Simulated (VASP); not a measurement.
# ZnS (CsCl type) (Pm-3m) in VASP: relaxation of cell and atoms with PBE

Aim: the relaxation of cell and atoms of ZnS (CsCl type) with PBE.

Program: VASP 6.6.1. These are calculated values, not measurements. Logs are shortened: lines on timing, memory, paths and dates and some standing lists are left out, and cuts for length are marked.

## Step 1: The cell of the first run

It takes space group Pm-3m (No. 221, cubic). The conventional cell has a = 3.195 Å, b = 3.195 Å, c = 3.195 Å, α = 90.00°, β = 90.00°, γ = 90.00°. Within 3.6 Å of Zn (site symmetry m-3m) lie 8 S at 2.77 Å and 6 Zn at 3.19 Å. S (site symmetry m-3m) has 8 Zn at 2.77 Å and 6 S at 3.19 Å within 3.6 Å.

## Step 2: Relaxation of cell and atoms, PBE, target pressure 0.016 GPa, at which the enthalpy is minimised

File INCAR:

```
ALGO = Normal
EDIFF = 1E-7
EDIFFG = -0.005
ENCUT = 500
GGA = PE
GGA_COMPAT = False
IBRION = 2
ISIF = 3
ISMEAR = -1
LASPH = True
LCHARG = False
LREAL = False
LWAVE = False
NELM = 120
NELMIN = 4
NSW = 32
PREC = Accurate
PSTRESS = 0.16
SIGMA = 0.05
```

File KPOINTS:

```
k-points
0
Gamma
  14 14 14
```

File POSCAR:

```
ZnS
1.0
    3.1948933867      0.0000000000      0.0000000000
    0.0000000000      3.1948933867      0.0000000000
    0.0000000000      0.0000000000      3.1948933867
Zn S
1 1
Direct
    0.0000000000      0.0000000000      0.0000000000
    0.5000000000      0.5000000000      0.5000000000
```

Potentials or basis: VASP PAW PBE potentials, release 64 (Zn, S).

Command:

```sh
cat potpaw_PBE.64/Zn/POTCAR potpaw_PBE.64/S/POTCAR > POTCAR
mpirun -np 1 vasp_std > vasp.out
```

OUTCAR:

```text
EDIFF = 1E-7
   EDIFFG = -0.005
   ENCUT = 500
   GGA = PE
   IBRION = 2
   ISIF = 3
   ISMEAR = -1
   LASPH = True
   LREAL = False
   NELM = 120
   NELMIN = 4
   NSW = 32
   PREC = Accurate
   PSTRESS = 0.16

 ion  position               nearest neighbor table
   1  0.000  0.000  0.000-   2 2.77   2 2.77   2 2.77   2 2.77   2 2.77   2 2.77   2 2.77   2 2.77

   2  0.500  0.500  0.500-   1 2.77   1 2.77   1 2.77   1 2.77   1 2.77   1 2.77   1 2.77   1 2.77

  LATTYP: Found a simple cubic cell.
 ALAT       =     3.1948933867

  Lattice vectors:

 A1 = (   3.1948933867,   0.0000000000,   0.0000000000)
 A2 = (   0.0000000000,   3.1948933867,   0.0000000000)
 A3 = (   0.0000000000,   0.0000000000,   3.1948933867)

Analysis of symmetry for initial positions (statically):
=====================================================================
 Subroutine PRICEL returns:
 Original cell was already a primitive cell.

 Routine SETGRP: Setting up the symmetry group for a
 simple cubic supercell.

 Subroutine GETGRP returns: Found 48 space group operations
 (whereof 48 operations were pure point group operations)
 out of a pool of 48 trial point group operations.

The static configuration has the point symmetry O_h .

Analysis of symmetry for dynamics (positions and initial velocities):
=====================================================================
 Subroutine PRICEL returns:
 Original cell was already a primitive cell.

 Routine SETGRP: Setting up the symmetry group for a
 simple cubic supercell.

 Subroutine GETGRP returns: Found 48 space group operations
 (whereof 48 operations were pure point group operations)
 out of a pool of 48 trial point group operations.

The dynamic configuration has the point symmetry O_h .

 Subroutine INISYM returns: Found 48 space group operations
 (whereof 48 operations are pure point group operations),
 and found     1 'primitive' translations

----------------------------------------------------------------------------------------

                                     Primitive cell

  volume of cell :      32.6114

  direct lattice vectors                    reciprocal lattice vectors
     3.194893387  0.000000000  0.000000000     0.312999490  0.000000000  0.000000000
     0.000000000  3.194893387  0.000000000     0.000000000  0.312999490  0.000000000
     0.000000000  0.000000000  3.194893387     0.000000000  0.000000000  0.312999490

  length of vectors
     3.194893387  3.194893387  3.194893387     0.312999490  0.312999490  0.312999490

  position of ions in fractional coordinates (direct lattice)
     0.000000000  0.000000000  0.000000000
     0.500000000  0.500000000  0.500000000

  ion indices of the primitive-cell ions
   primitive index   ion index
                 1           1
                 2           2

----------------------------------------------------------------------------------------

 KPOINTS: k-points

Automatic generation of k-mesh.
 Grid dimensions read from file:
 generate k-points for:   14   14   14

 Generating k-lattice:

  Cartesian coordinates                     Fractional coordinates (reciprocal lattice)
     0.022357106  0.000000000  0.000000000     0.071428571  0.000000000  0.000000000
     0.000000000  0.022357106  0.000000000     0.000000000  0.071428571  0.000000000
     0.000000000  0.000000000  0.022357106     0.000000000  0.000000000  0.071428571

  Length of vectors
     0.022357106  0.022357106  0.022357106

  Shift w.r.t. Gamma in fractional coordinates (k-lattice)
     0.000000000  0.000000000  0.000000000

 Subroutine IBZKPT returns following result:
 ===========================================

 Found    120 irreducible k-points:

 Following reciprocal coordinates:
            Coordinates               Weight
  0.000000  0.000000  0.000000      1.000000
  0.071429  0.000000  0.000000      6.000000
  0.142857  0.000000  0.000000      6.000000
  0.214286  0.000000  0.000000      6.000000
  0.285714  0.000000  0.000000      6.000000
  0.357143  0.000000  0.000000      6.000000
[... 16 lines left out ...]
  0.285714  0.214286  0.000000     24.000000
  0.357143  0.214286  0.000000     24.000000
 [... further k-points ...]
   k-points           NKPTS =    120   k-points in BZ     NKDIM =    120   number of bands    NBANDS=     13
   number of dos      NEDOS =    301   number of ions     NIONS =      2
   total plane-waves  NPLWV =  13824
   dimension x,y,z NGX =    24 NGY =   24 NGZ =   24
   dimension x,y,z NGXF=    48 NGYF=   48 NGZF=   48
   ions per type =               1   1
   NGX,Y,Z   is equivalent  to a cutoff of  12.49, 12.49, 12.49 a.u.
   NGXF,Y,Z  is equivalent  to a cutoff of  24.98, 24.98, 24.98 a.u.
 SYSTEM =  unknown system
   PREC   = accura    normal or accurate (medium, high low for compatibility)
   ISTART =      0    job   : 0-new  1-cont  2-samecut
   ICHARG =      2    charge: 1-file 2-atom 10-const
   ISPIN  =      1    spin polarized calculation?
   LNONCOLLINEAR =      F non collinear calculations
   LSORBIT =      F    spin-orbit coupling
   LASPH  =      T    aspherical Exc in radial PAW
   ENCUT  =  500.0 eV  36.75 Ry    6.06 a.u.   5.83  5.83  5.83*2*pi/ulx,y,z
   NELM   =    120;   NELMIN=  4; NELMDL= -5     # of ELM steps
   EDIFF  = 0.1E-06   stopping-criterion for ELM
   LREAL  =      F    real-space projection
   EDIFFG = -.5E-02   stopping-criterion for IOM
   NSW    =     32    number of steps for IOM
   IBRION =      2    ionic relax: 0-MD 1-quasi-New 2-CG
   NFREE  =      1    steps in history (QN), initial steepest desc. (CG)
   ISIF   =      3    stress and relaxation
   ISYM   =      2    0-nonsym 1-usesym 2-fastsym
   POTIM  = 0.5000    time-step for ionic-motion
   TEBEG  =    0.0;   TEEND  =   0.0 temperature during run
   PSTRESS=    0.2 pullay stress
   NELECT =      18.0000    total number of electrons
   NUPDOWN=      -1.0000    fix difference up-down
   EMIN   =  10.00;   EMAX   =-10.00  energy-range for DOS
   EFERMI =   0.00;   METHOD = LEGACY
   ISMEAR =    -1;   SIGMA  =   0.05  broadening in eV -4-tet -1-fermi 0-gaus
   EFERMI_NEDOS =   21; number of points for ismear=-14 and -15
   IALGO  =     38    algorithm
   IMIX   =      4    mixing-type and parameters
     AMIX     =   0.40;   BMIX     =  1.00
     AMIX_MAG =   1.60;   BMIX_MAG =  1.00
  volume/ion in A,a.u.               =      16.31       110.04
  Fermi-wavevector in a.u.,A,eV,Ry     =   1.342897  2.537707 24.536362  1.803372
  Thomas-Fermi vector in A             =   2.471014
   LORBIT       =      0    0 simple, 1 ext, 2 COOP (PROOUT), +10 PAW based schemes
   GGA     = PE    functional components
   LHFCALC =     F    Hartree Fock is set to
   AEXX    =    0.0000 exact exchange contribution
   IVDW    =     0    specifies the selected vdW correction
   LEPSILON=     F    determine dielectric tensor
   LRPA    =     F    only Hartree local field effects (RPA)
 conjugate gradient relaxation of ions
 non-spin polarized calculation
  energy-cutoff  :      500.00
  volume of cell :       32.61
 maximum number of plane-waves:       852
 NGX is ok and might be reduce to    24
   NGX = 11   NGY = 11   NGZ = 11

 number of electron      18.0000041 magnetization

 Free energy of the ion-electron system (eV)
  ---------------------------------------------------
  ext. energy  EPLUGINS =         0.00000000
  ---------------------------------------------------
  free energy    TOTEN  =        -4.92884856 eV

  energy without entropy =       -4.91770264  energy(sigma->0) =       -4.92327560

 E-fermi :   4.6313     XC(G=0): -11.0324

 val. band max:        4.6303355136   @ k =   0.3571   0.2143   0.0000
 cond. band min:       4.6332018912   @ k =   0.5000   0.2857   0.0714
 fundamental gap:      0.0028663776
 Fermi energy:         4.6313105148

 k-point     1 :       0.0000    0.0000    0.0000
  band No.  band energies     occupation
      1      -9.7606      2.00000
      2      -2.4290      2.00000
      3      -2.4290      2.00000
      4      -2.0391      2.00000
      5      -2.0391      2.00000
      6      -2.0391      2.00000
      7       3.3831      2.00000
      8       3.3831      2.00000
      9       3.3831      2.00000
     10       4.0733      1.99997
     11      10.8199      0.00000
     12      10.8199      0.00000
     13      16.7728      0.00000

 k-point     2 :       0.0714    0.0000    0.0000
  band No.  band energies     occupation
      1      -9.7089      2.00000
      2      -2.4258      2.00000
      3      -2.4230      2.00000
      4      -2.0511      2.00000
      5      -2.0511      2.00000
      6      -2.0381      2.00000
      7       2.5541      2.00000
      8       3.4387      2.00000
      9       3.4387      2.00000
     10       4.7397      0.20523
     11      10.8687      0.00000
     12      11.0950      0.00000
     13      16.3394      0.00000

 k-point     3 :       0.1429    0.0000    0.0000
  band No.  band energies     occupation
      1      -9.5573      2.00000
      2      -2.4169      2.00000
      3      -2.4129      2.00000
      4      -2.0841      2.00000
      5      -2.0841      2.00000
      6      -2.0353      2.00000
      7       1.4051      2.00000
      8       3.5988      2.00000
      9       3.5988      2.00000
     10       5.4765      0.00000
     11      11.0134      0.00000
     12      11.7417      0.00000
     13      15.4004      0.00000

 k-point     4 :       0.2143    0.0000    0.0000
  band No.  band energies     occupation
      1      -9.3179      2.00000
      2      -2.4257      2.00000
      3      -2.4040      2.00000
      4      -2.1302      2.00000
      5      -2.1302      2.00000
      6      -2.0313      2.00000
      7       0.3024      2.00000
      8       3.8431      2.00000
      9       3.8431      2.00000
     10       6.1045      0.00000
     11      11.2468      0.00000
     12      12.1360      0.00000
     13      14.3511      0.00000

 k-point     5 :       0.2857    0.0000    0.0000
  band No.  band energies     occupation
      1      -9.0158      2.00000
      2      -2.5237      2.00000
      3      -2.3897      2.00000
      4      -2.1795      2.00000
      5      -2.1795      2.00000
      6      -2.0269      2.00000
      7      -0.6062      2.00000
      8       4.1372      1.99990
      9       4.1372      1.99990
     10       6.7038      0.00000
     11      11.5517      0.00000
     12      11.7240      0.00000
     13      13.3707      0.00000
[... 257 lines left out ...]
 k-point    22 :       0.2143    0.2143    0.0000
  band No.  band energies     occupation
      1      -8.9050      2.00000
      2      -2.4310      2.00000
      3      -2.3181      2.00000
      4      -2.2032      2.00000
      5      -2.1315      2.00000
      6      -2.0843      2.00000
      7       0.3779      2.00000
      8       1.5268      2.00000
      9       4.1948      1.99968
     10       7.5767      0.00000
     11      10.3888      0.00000
     12      13.1644      0.00000
     13      13.6351      0.00000

 k-point    23 :       0.2857    0.2143    0.0000
  band No.  band energies     occupation
      1      -8.6275      2.00000
      2      -2.4800      2.00000
      3      -2.2932      2.00000
      4      -2.2074      2.00000
      5      -2.1586      2.00000
      6      -2.0869      2.00000
      7      -0.2190      2.00000
      8       1.4941      2.00000
      9       4.4155      1.97366
     10       7.6189      0.00000
     11       9.8381      0.00000
     12      13.2592      0.00000
     13      13.6212      0.00000

 k-point    24 :       0.3571    0.2143    0.0000
  band No.  band energies     occupation
      1      -8.3397      2.00000
      2      -2.5841      2.00000
      3      -2.2875      2.00000
      4      -2.1983      2.00000
      5      -2.1902      2.00000
      6      -2.0811      2.00000
      7      -0.8643      2.00000
      8       1.7922      2.00000
      9       4.6303      1.00975
     10       7.1823      0.00000
     11       9.8489      0.00000
     12      13.0909      0.00000
     13      13.1397      0.00000

 [... further k-points ...]

------------------------ aborting loop because EDIFF is reached ----------------------------------------

  FORCE on cell =-STRESS in cart. coord.  units (eV):
  Direction    XX          YY          ZZ          XY          YZ          ZX
  --------------------------------------------------------------------------------------
  -------------------------------------------------------------------------------------
  Total        0.0123357      0.0123357      0.0123357     -0.0000000      0.0000000     -0.0000000
  in kB        0.6060452      0.6060452      0.6060452     -0.0000000      0.0000000     -0.0000000
  external PRESSURE =       0.4460452 kB  Pullay stress =       0.1600000 kB

 VOLUME and BASIS-vectors are now :
 -----------------------------------------------------------------------------
  energy-cutoff  :      500.00
  volume of cell :       32.61
      direct lattice vectors                 reciprocal lattice vectors
     3.194893387  0.000000000  0.000000000     0.312999490  0.000000000  0.000000000
     0.000000000  3.194893387  0.000000000     0.000000000  0.312999490  0.000000000
     0.000000000  0.000000000  3.194893387     0.000000000  0.000000000  0.312999490

 POSITION                                       TOTAL-FORCE (eV/Angst)
 -----------------------------------------------------------------------------------
      0.00000      0.00000      0.00000         0.000000      0.000000      0.000000
      1.59745      1.59745      1.59745         0.000000      0.000000      0.000000
 -----------------------------------------------------------------------------------
    total drift:                                0.000000      0.000000     -0.000000

  FREE ENERGIE OF THE ION-ELECTRON SYSTEM (eV)
  ---------------------------------------------------
  free  energy   TOTEN  =        -4.9288485577 eV

  energy  without entropy=       -4.9177026427  energy(sigma->0) =       -4.92327560

  enthalpy is  TOTEN    =        -4.9255918521 eV   P V=        0.0032567057

 reached required accuracy - stopping structural energy minimisation
```

It took 9.8 s on 1 thread of Intel Xeon 6975P-C (Granite Rapids), shared host; peak memory 0.17 GiB.

Results:

```yaml
Free_energy: -4.9288 eV
Pressure_after_relaxing: 0.1 GPa
Band_gap_on_the_k_mesh: zero (bands 9 and 10 overlap by 1.34 eV)
```

Final structure:
```yaml
crystal:
  lattice:
    - [3.19489, 0.00000, 0.00000]
    - [0.00000, 3.19489, 0.00000]
    - [0.00000, 0.00000, 3.19489]
  atoms:
    - { symbol: Zn, position: [0.00000, 0.00000, 0.00000] }
    - { symbol: S, position: [0.50000, 0.50000, 0.50000] }
```

Levels at points of the mesh, in eV from the Fermi level:
```csv
k point,band 6,band 7,band 8,band 9,band 10,band 11,band 12,band 13
"(0.00, 0.00, 0.00)",-6.67,-1.25,-1.25,-1.25,-0.56,6.19,6.19,12.14
"(0.50, 0.00, 0.00)",-6.65,-6.09,0.11,0.11,3.85,4.79,7.21,7.21
"(0.50, 0.50, 0.00)",-6.47,-5.18,-5.18,-1.69,0.42,8.39,8.39,9.13
"(0.50, 0.50, 0.50)",-6.53,-2.58,-2.58,-2.58,1.34,1.34,1.34,2.25
```

Caveat: the relaxation stopped at its first step, so nothing moved; the cell is relaxed towards a set pressure, so the run minimises the enthalpy, not the energy.
